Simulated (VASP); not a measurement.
# Sb2C in VASP: notebook

Sb2C is run at these levels: PBE; tasks: single point.

Program: VASP 6.6.1. These are calculated values, not measurements. Logs are shortened: lines on timing, memory, paths and dates and some standing lists are left out, and cuts for length are marked.

## 1. The cell of the first run

The cell holds an amorphous packing of atoms, 12 atoms: a = 5.784 Å, b = 6.037 Å, c = 7.562 Å, α = 82.23°, β = 72.65°, γ = 108.15°.

## 2. Single point, PBE

The input, INCAR:

```
PREC     = Accurate       # precision mode
ENCUT    = 520            # plane-wave cutoff, eV
EDIFF    = 1E-6           # SCF threshold, eV
ISMEAR   = 1              # smearing method
SIGMA    = 0.15           # smearing width, eV
LREAL    = False          # projectors in reciprocal space
LASPH    = True           # aspherical terms in the spheres
NELM     = 80             # most SCF steps
ALGO     = Normal         # electronic algorithm
ISIF     = 2              # what is computed and relaxed
LWAVE    = False          # write WAVECAR
LCHARG   = False          # write CHGCAR
GGA      = PE             # functional
NBANDS   = 40             # bands
```

The input, KPOINTS:

```
regular mesh
0
Gamma
  3 3 2
```

The input, POSCAR:

```
Sb2C
1.0
    5.5985760000     -1.3103240000      0.6267390000
   -0.6068020000      5.9795740000      0.5634770000
    1.6220700000      0.5029110000      7.3685440000
C Sb
4 8
Direct
    0.2105033613      0.6378162225     -0.0182272696
    0.8800432373      0.2911811758      0.0737553696
    0.0411747721      0.2042721192      0.9728819593
    0.9931528142      0.5455289806      0.9189619231
    0.9782597679      0.0831518033      0.3603796520
    0.8732221627      0.7898642259      0.1131002666
    0.4820885930      0.3862458990      0.0465973464
    0.4232209499      0.9298412683      0.2761957799
    0.1156552637      0.9729640505      0.7034133842
    0.5868682231      0.9659805583      0.7606759177
    0.6115652252      0.3630652920      0.4591961832
    0.1376230071      0.4656964012      0.5634588167
```

Potentials or basis: VASP PAW PBE potentials, release 64 (C, Sb).

The run is started by

```bash
> cat potpaw_PBE.64/C/POTCAR potpaw_PBE.64/Sb/POTCAR > POTCAR
> mpirun -np 1 vasp_std > vasp.out
```

OUTCAR:

```text
PREC = Accurate
   ENCUT = 520
   EDIFF = 1E-6
   ISMEAR = 1
   LREAL = False
   LASPH = True
   NELM = 80
   ISIF = 2
   GGA = PE

 ion  position               nearest neighbor table
   1  0.211  0.638  0.982-   4 1.45  10 2.39   6 2.42   7 2.60
   2  0.880  0.291  0.074-   3 1.31   4 1.61   7 2.60   5 2.65   8 2.68
   3  0.041  0.204  0.973-   2 1.31   6 2.34   9 2.63   7 2.70   5 2.81
   4  0.993  0.546  0.919-   1 1.45   2 1.61   6 2.33   9 2.62   7 2.62  12 2.72
   5  0.978  0.083  0.360-   2 2.65   3 2.81   6 2.81   8 2.92   7 2.97   9 2.98  12 3.00  10 3.02
                            11 3.09   8 3.33
   6  0.873  0.790  0.113-   4 2.33   3 2.34   1 2.42   5 2.81   9 2.88   8 2.96   7 2.98  11 3.03
                             8 3.65  10 3.73
   7  0.482  0.386  0.047-   2 2.60   1 2.60   4 2.62   3 2.70   8 2.91   5 2.97   6 2.98  11 3.41
                            10 3.62  10 3.62
   8  0.423  0.930  0.276-   2 2.68   7 2.91   5 2.92  12 2.94   6 2.96  11 3.17   9 3.28   5 3.33
                             6 3.65  10 3.69
   9  0.116  0.973  0.703-   4 2.62   3 2.63   6 2.88  10 2.90  11 2.94  10 2.94  12 2.97   5 2.98
                             8 3.28  12 3.40
  10  0.587  0.966  0.761-   1 2.39   9 2.90   9 2.94  11 3.01   5 3.02  12 3.38   7 3.62   7 3.62
                             8 3.69   6 3.73
  11  0.612  0.363  0.459-  12 2.90   9 2.94  10 3.01   6 3.03   5 3.09   8 3.17  12 3.26   7 3.41

  12  0.138  0.466  0.563-   4 2.72  11 2.90   8 2.94   9 2.97   5 3.00  11 3.26  10 3.38   9 3.40

  LATTYP: Found a triclinic cell.
 ALAT       =     5.7839263469
 B/A-ratio  =     1.6552034117
 C/A-ratio  =     3.1244689211
 COS(alpha) =     0.0051505699
 COS(beta)  =     0.5567027447
 COS(gamma) =     0.8006280518

  Lattice vectors:

 A1 = (  -5.5985760000,   1.3103240000,  -0.6267390000)
 A2 = (  -6.2053780000,   7.2898980000,  -0.0632620000)
 A3 = ( -11.6056180000,  -9.8414110000,  -9.7489760000)

Analysis of symmetry for initial positions (statically):
=====================================================================
 Subroutine PRICEL returns:
 Original cell was already a primitive cell.

 Routine SETGRP: Setting up the symmetry group for a
 triclinic supercell.

 Subroutine GETGRP returns: Found  1 space group operations
 (whereof  1 operations were pure point group operations)
 out of a pool of  2 trial point group operations.

The static configuration has the point symmetry C_1 .

Analysis of symmetry for dynamics (positions and initial velocities):
=====================================================================
 Subroutine PRICEL returns:
 Original cell was already a primitive cell.

 Routine SETGRP: Setting up the symmetry group for a
 triclinic supercell.

 Subroutine GETGRP returns: Found  1 space group operations
 (whereof  1 operations were pure point group operations)
 out of a pool of  2 trial point group operations.

The dynamic configuration has the point symmetry C_1 .

 Subroutine INISYM returns: Found  1 space group operations
 (whereof  1 operations are pure point group operations),
 and found     1 'primitive' translations

----------------------------------------------------------------------------------------

                                     Primitive cell

  volume of cell :     231.7644

  direct lattice vectors                    reciprocal lattice vectors
     5.598576000 -1.310324000  0.626739000     0.188887432  0.023235869 -0.043166494
    -0.606802000  5.979574000  0.563477000     0.043019444  0.173610552 -0.021319165
     1.622070000  0.502911000  7.368544000    -0.019355735 -0.015252454  0.141013881

  length of vectors
     5.783926347  6.036639812  7.561710867     0.195145366  0.180127186  0.143150957

  position of ions in fractional coordinates (direct lattice)
     0.210503361  0.637816222  0.981772730
     0.880043237  0.291181176  0.073755370
     0.041174772  0.204272119  0.972881959
     0.993152814  0.545528981  0.918961923
     0.978259768  0.083151803  0.360379652
     0.873222163  0.789864226  0.113100267
     0.482088593  0.386245899  0.046597346
     0.423220950  0.929841268  0.276195780
     0.115655264  0.972964051  0.703413384
     0.586868223  0.965980558  0.760675918
     0.611565225  0.363065292  0.459196183
     0.137623007  0.465696401  0.563458817

  ion indices of the primitive-cell ions
   primitive index   ion index
                 1           1
                 2           2
                 3           3
                 4           4
                 5           5
                 6           6
                 7           7
                 8           8
                 9           9
                10          10
                11          11
                12          12

----------------------------------------------------------------------------------------

 KPOINTS: regular mesh

Automatic generation of k-mesh.
 Grid dimensions read from file:
 generate k-points for:    3    3    2

 Generating k-lattice:

  Cartesian coordinates                     Fractional coordinates (reciprocal lattice)
     0.062962477  0.007745290 -0.014388831     0.333333333  0.000000000 -0.000000000
     0.014339815  0.057870184 -0.007106388    -0.000000000  0.333333333 -0.000000000
    -0.009677868 -0.007626227  0.070506940     0.000000000  0.000000000  0.500000000

  Length of vectors
     0.065048455  0.060042395  0.071575478

  Shift w.r.t. Gamma in fractional coordinates (k-lattice)
     0.000000000  0.000000000  0.000000000

 Subroutine IBZKPT returns following result:
 ===========================================

 Found     10 irreducible k-points:

 Following reciprocal coordinates:
            Coordinates               Weight
  0.000000  0.000000  0.000000      1.000000
  0.333333 -0.000000 -0.000000      2.000000
  0.000000  0.333333  0.000000      2.000000
  0.333333  0.333333 -0.000000      2.000000
 -0.333333  0.333333  0.000000      2.000000
  0.000000 -0.000000  0.500000      1.000000
  0.333333 -0.000000  0.500000      2.000000
  0.000000  0.333333  0.500000      2.000000
  0.333333  0.333333  0.500000      2.000000
 -0.333333  0.333333  0.500000      2.000000
   k-points           NKPTS =     10   k-points in BZ     NKDIM =     10   number of bands    NBANDS=     40
[... 9 lines left out ...]
   ISTART =      0    job   : 0-new  1-cont  2-samecut
   ICHARG =      2    charge: 1-file 2-atom 10-const
   ISPIN  =      1    spin polarized calculation?
   LNONCOLLINEAR =      F non collinear calculations
   LSORBIT =      F    spin-orbit coupling
   LASPH  =      T    aspherical Exc in radial PAW
   ENCUT  =  520.0 eV  38.22 Ry    6.18 a.u.  10.75 11.22 14.06*2*pi/ulx,y,z
   NELM   =     80;   NELMIN=  2; NELMDL= -5     # of ELM steps
   EDIFF  = 0.1E-05   stopping-criterion for ELM
   LREAL  =      F    real-space projection
   EDIFFG = 0.1E-04   stopping-criterion for IOM
   NSW    =      0    number of steps for IOM
   IBRION =     -1    ionic relax: 0-MD 1-quasi-New 2-CG
   NFREE  =      0    steps in history (QN), initial steepest desc. (CG)
   ISIF   =      2    stress and relaxation
   ISYM   =      2    0-nonsym 1-usesym 2-fastsym
   POTIM  = 0.5000    time-step for ionic-motion
   TEBEG  =    0.0;   TEEND  =   0.0 temperature during run
   PSTRESS=    0.0 pullay stress
   NELECT =      56.0000    total number of electrons
   NUPDOWN=      -1.0000    fix difference up-down
   EMIN   =  10.00;   EMAX   =-10.00  energy-range for DOS
   EFERMI =   0.00;   METHOD = LEGACY
   ISMEAR =     1;   SIGMA  =   0.15  broadening in eV -4-tet -1-fermi 0-gaus
   EFERMI_NEDOS =   21; number of points for ismear=-14 and -15
   IALGO  =     38    algorithm
   IMIX   =      4    mixing-type and parameters
     AMIX     =   0.40;   BMIX     =  1.00
     AMIX_MAG =   1.60;   BMIX_MAG =  1.00
  volume/ion in A,a.u.               =      19.31       130.34
  Fermi-wavevector in a.u.,A,eV,Ry     =   1.019660  1.926878 14.146060  1.039706
  Thomas-Fermi vector in A             =   2.153186
   LORBIT       =      0    0 simple, 1 ext, 2 COOP (PROOUT), +10 PAW based schemes
   GGA     = PE    functional components
   LHFCALC =     F    Hartree Fock is set to
   AEXX    =    0.0000 exact exchange contribution
   IVDW    =     0    specifies the selected vdW correction
   LEPSILON=     F    determine dielectric tensor
   LRPA    =     F    only Hartree local field effects (RPA)
 non-spin polarized calculation
 Methfessel and Paxton  Order N= 1 SIGMA  =   0.15
  energy-cutoff  :      520.00
  volume of cell :      231.76
 maximum number of plane-waves:      6258
 NGX is ok and might be reduce to    48
   NGX = 21   NGY = 23   NGZ = 29

 number of electron      56.0000000 magnetization

 Free energy of the ion-electron system (eV)
  ---------------------------------------------------
  ext. energy  EPLUGINS =         0.00000000
  ---------------------------------------------------
  free energy    TOTEN  =       -54.41367758 eV

  energy without entropy =      -54.40567334  energy(sigma->0) =      -54.41100950

 E-fermi :   9.0874     XC(G=0): -10.5585

 val. band max:        9.0873637577   @ k =   0.0000  -0.0000   0.5000
 cond. band min:       9.1253487116   @ k =   0.3333  -0.0000   0.5000
 fundamental gap:      0.0379849539
 Fermi energy:         9.0873816491

 k-point     1 :       0.0000    0.0000    0.0000
  band No.  band energies     occupation
      1      -8.3743      2.00000
      2      -4.9786      2.00000
      3      -4.5181      2.00000
      4      -2.4182      2.00000
      5      -1.9682      2.00000
      6      -0.9546      2.00000
[... 32 lines left out ...]
     39      13.1253      0.00000
     40      13.2523      0.00000

 k-point     2 :       0.3333   -0.0000   -0.0000
  band No.  band energies     occupation
      1      -8.3116      2.00000
      2      -5.0122      2.00000
      3      -4.1218      2.00000
      4      -2.8345      2.00000
      5      -2.3924      2.00000
      6      -1.9402      2.00000
[... 32 lines left out ...]
     39      12.5991      0.00000
     40      13.0840      0.00000

 k-point     3 :       0.0000    0.3333    0.0000
  band No.  band energies     occupation
      1      -8.2488      2.00000
      2      -5.7092      2.00000
      3      -3.8597      2.00000
      4      -2.5470      2.00000
      5      -1.8808      2.00000
      6      -1.2270      2.00000
[... 251 lines left out ...]
  band No.  band energies     occupation
      1      -8.2015      2.00000
      2      -5.5654      2.00000
      3      -3.7437      2.00000
      4      -2.7081      2.00000
      5      -2.2351      2.00000
      6      -2.0170      2.00000
[... 32 lines left out ...]
     39      12.4171      0.00000
     40      12.8108      0.00000

 k-point    10 :      -0.3333    0.3333    0.5000
  band No.  band energies     occupation
      1      -8.2116      2.00000
      2      -5.5416      2.00000
      3      -3.8731      2.00000
      4      -2.8387      2.00000
      5      -1.9725      2.00000
      6      -1.7520      2.00000
[... 32 lines left out ...]
     39      12.4441      0.00000
     40      12.7167      0.00000

------------------------ aborting loop because EDIFF is reached ----------------------------------------

  FORCE on cell =-STRESS in cart. coord.  units (eV):
  Direction    XX          YY          ZZ          XY          YZ          ZX
  --------------------------------------------------------------------------------------
  -------------------------------------------------------------------------------------
  Total       19.3670642     24.0501686     20.0269712     -1.4657267     -0.0759227     -2.5484346
  in kB      133.8837032    166.2578076    138.4456128    -10.1325073     -0.5248507    -17.6172217
  external PRESSURE =     146.1957079 kB  Pullay stress =       0.0000000 kB

 VOLUME and BASIS-vectors are now :
 -----------------------------------------------------------------------------
  energy-cutoff  :      520.00
  volume of cell :      231.76
      direct lattice vectors                 reciprocal lattice vectors
     5.598576000 -1.310324000  0.626739000     0.188887432  0.023235869 -0.043166494
    -0.606802000  5.979574000  0.563477000     0.043019444  0.173610552 -0.021319165
     1.622070000  0.502911000  7.368544000    -0.019355735 -0.015252454  0.141013881

 POSITION                                       TOTAL-FORCE (eV/Angst)
 -----------------------------------------------------------------------------------
      2.38399      4.03179      7.72556         0.170320      0.920577     -0.746841
      4.86994      0.62509      1.25910        -1.397595      2.125447     -0.719507
      1.68465      1.65678      7.30963         2.075729     -2.912173     -1.448860
      6.71983      2.42284      7.70125         1.699448     -1.534469      1.417239
      6.01097     -0.60339      3.31544        -0.422465      0.443719      0.479008
      4.59297      3.63573      1.82574         0.029445     -0.397593      0.582385
      2.54022      1.70133      0.86314        -1.417476      0.537562     -1.459567
      2.25321      5.14440      2.82435        -0.235098     -0.416919      0.181491
      1.19809      6.02012      5.80386        -0.161089     -0.367117     -0.145904
      3.93334      5.38972      6.51719        -0.978842     -0.456556      1.428570
      3.94843      1.60056      3.97148         0.648033      1.136154     -0.298919
      1.40188      2.88771      4.50053        -0.010410      0.921367      0.730906
 -----------------------------------------------------------------------------------
    total drift:                                0.000385      0.000073     -0.000106

  FREE ENERGIE OF THE ION-ELECTRON SYSTEM (eV)
  ---------------------------------------------------
  free  energy   TOTEN  =       -54.4136775756 eV

  energy  without entropy=      -54.4056733445  energy(sigma->0) =      -54.41100950
```

It took 56 s on 1 thread of Intel Xeon 6975P-C (Granite Rapids), shared host; peak memory 0.36 GiB.

What came out:

- Free energy: -54.4137 eV
- Pressure: 14.6 GPa
- Largest force: 3.859 eV/Å
- Band gap on the k mesh: zero (band 28 reaches 9.24 eV, above the bottom of band 29 at 9.05 eV)

Forces in eV/Å, atoms in the order of the input:
```
C    0.170  0.921 -0.747
C   -1.398  2.125 -0.720
C    2.076 -2.912 -1.449
C    1.699 -1.534  1.417
Sb  -0.422  0.444  0.479
Sb   0.029 -0.398  0.582
Sb  -1.417  0.538 -1.460
Sb  -0.235 -0.417  0.181
Sb  -0.161 -0.367 -0.146
Sb  -0.979 -0.457  1.429
Sb   0.648  1.136 -0.299
Sb  -0.010  0.921  0.731
```

Levels at points of the mesh, in eV from the Fermi level:
```
           k point  band 25  band 26  band 27  band 28  band 29  band 30  band 31  band 32
(0.00, 0.00, 0.00)    -1.26    -0.85    -0.61    -0.41     0.07     0.52     0.72     1.00
(0.00, 0.00, 0.50)    -1.29    -0.59    -0.53     0.00     0.28     0.88     1.19     1.68
```

Caveat: the k points lie up to 0.45 Å⁻¹ apart; spin-orbit coupling is left out, which moves the levels of the heavy elements.

## 3. Single point, PBE

The input, INCAR:

```
SYSTEM = Sb2C
PREC = Accurate
ENCUT = 520
EDIFF = 1E-6
ISMEAR = 1
SIGMA = 0.15
LREAL = .FALSE.
LASPH = .TRUE.
NELM = 60
ALGO = Normal
ISIF = 2
LWAVE = .FALSE.
LCHARG = .FALSE.
GGA = PE
NBANDS = 40
```

The input, KPOINTS:

```
Automatic mesh
0
G
  3 3 2
  0 0 0
```

The input, POSCAR:

```
Sb2C
1.0
    5.5985760000     -1.3103240000      0.6267390000
   -0.6068020000      5.9795740000      0.5634770000
    1.6220700000      0.5029110000      7.3685440000
C Sb
4 8
Direct
    0.2928099966      0.7156104527     -0.0698367921
    0.8619572851      0.2680938111      0.0009077854
    0.0536795153      0.1159602981      0.9717830271
    1.0447799387      0.5523538513      0.9689159724
    0.9681572066      0.0708568041      0.3627940528
    0.8773111289      0.7906335008      0.1133526660
    0.4713226279      0.3888118433      0.0362791070
    0.4223345053      0.9300507706      0.2712878252
    0.1183164500      0.9709555962      0.7119212859
    0.5806888389      0.9539935451      0.7728634364
    0.6148387134      0.3755846861      0.4597861216
    0.1409159318      0.4706174171      0.5655828885
```

Potentials or basis: VASP PAW PBE potentials, release 64 (C, Sb).

The run is started by

```bash
> cat potpaw_PBE.64/C/POTCAR potpaw_PBE.64/Sb/POTCAR > POTCAR
> mpirun -np 1 vasp_std > vasp.out
```

It took 57 s on 1 thread of Intel Xeon 6975P-C (Granite Rapids), shared host; peak memory 0.36 GiB.

The run converged. Its results:

| Item | Value |
| --- | --- |
| Free energy | -53.1345 eV |
| Pressure | 17.3 GPa |
| Largest force | 11.180 eV/Å |
| Band gap on the k mesh | zero (band 28 reaches 9.36 eV, above the bottom of band 29 at 8.99 eV) |

Forces in eV/Å, atoms in the order of the input:
```
C   -6.769 -7.719  4.427
C    4.407  1.668 -0.208
C    0.187  7.232 -2.068
C   -0.755 -2.033  0.410
Sb  -0.101  1.132  0.884
Sb  -2.826 -6.018  3.614
Sb  -0.779 -0.638 -1.179
Sb   0.124 -0.255  0.126
Sb  -0.272  0.265 -2.161
Sb   6.668  5.162 -3.817
Sb   0.279  0.706  0.073
Sb  -0.162  0.498 -0.101
```

Stress tensor (GPa, compression positive):
```
17.46  3.84 -5.71
 3.84 13.21 -7.85
-5.71 -7.85 21.36
```

Levels at points of the mesh, in eV from the Fermi level:
```tsv
k point	band 24	band 25	band 26	band 27	band 28	band 29	band 30	band 31	band 32	band 33
(0.00, 0.00, 0.00)	-2.27	-1.64	-1.32	-0.40	-0.23	0.06	0.55	0.82	1.37	1.65
(0.00, 0.00, 0.50)	-1.83	-1.46	-0.57	-0.12	0.27	0.53	0.91	1.04	1.34	1.56
```

Caveat: the k points lie up to 0.45 Å⁻¹ apart; spin-orbit coupling is left out, which moves the levels of the heavy elements.

## 4. Single point, PBE

The input, INCAR:

```
SYSTEM = Sb2C
ALGO = Normal ; EDIFF = 1E-6
ENCUT = 520 ; GGA = PE
ISIF = 2 ; ISMEAR = 1
LASPH = .True. ; LCHARG = .False.
LREAL = .False. ; LWAVE = .False.
NBANDS = 40 ; NELM = 60
PREC = Accurate ; SIGMA = 0.15
```

The input, KPOINTS:

```
k-points
0
Gamma
  3 3 2
  0 0 0
```

The input, POSCAR:

```
Sb2C
1.0
    5.5985760000     -1.3103240000      0.6267390000
   -0.6068020000      5.9795740000      0.5634770000
    1.6220700000      0.5029110000      7.3685440000
C Sb
4 8
Direct
    0.2953096127      0.6226926701     -0.0093726860
    0.9207148125      0.2790204179     -0.0397058725
    0.1268917651      0.2122624652      0.9158304497
    1.0021584349      0.5009382996      1.0081557516
    0.9575633482      0.0621166248      0.3691951104
    0.8675489364      0.7760650340      0.1251531442
    0.4550995511      0.3842905190      0.0217936534
    0.4215085587      0.9244931043      0.2683414181
    0.1180869793      0.9684162102      0.7172020719
    0.5933839163      0.9585570421      0.7765259068
    0.6226606118      0.3908090749      0.4572724796
    0.1439903904      0.4785121560      0.5650964441
```

The run is started by

```bash
> cat potpaw_PBE.64/C/POTCAR potpaw_PBE.64/Sb/POTCAR > POTCAR
> mpirun -np 1 vasp_std > vasp.out
```

It took 58 s on 1 thread of Intel Xeon 6975P-C (Granite Rapids), shared host; peak memory 0.36 GiB.

Results (log left out):

| Property | Result |
| --- | --- |
| Free energy | -56.4387 eV |
| Pressure | 14.1 GPa |
| Largest force | 5.051 eV/Å |
| Band gap on the k mesh | zero (band 28 reaches 9.03 eV, above the bottom of band 29 at 8.85 eV) |

Forces on the atoms (eV/Å):
```
C   -4.327  2.579 -0.379
C   -0.301  2.333  1.001
C    1.140 -2.580 -0.528
C    3.138  1.300  0.324
Sb   0.084  0.880  0.909
Sb  -0.418 -1.328 -0.739
Sb   1.087 -2.505 -0.632
Sb   0.015 -0.386 -0.157
Sb   0.424 -0.899 -0.599
Sb  -0.769 -0.370  0.817
Sb   0.262  0.064  0.473
Sb  -0.334  0.912 -0.491
```

Stress tensor (GPa, compression positive):
```
10.58 -7.03 -0.84
-7.03 16.96 -2.24
-0.84 -2.24 14.69
```

Levels at points of the mesh, in eV from the Fermi level:
```tsv
k point	band 25	band 26	band 27	band 28	band 29	band 30	band 31	band 32
(0.00, 0.00, 0.00)	-1.41	-0.81	-0.68	-0.10	-0.04	0.51	0.90	1.39
(0.00, 0.00, 0.50)	-1.48	-0.94	-0.51	0.14	0.79	0.95	1.37	1.61
```

Caveat: the k points lie up to 0.45 Å⁻¹ apart; spin-orbit coupling is left out, which moves the levels of the heavy elements.
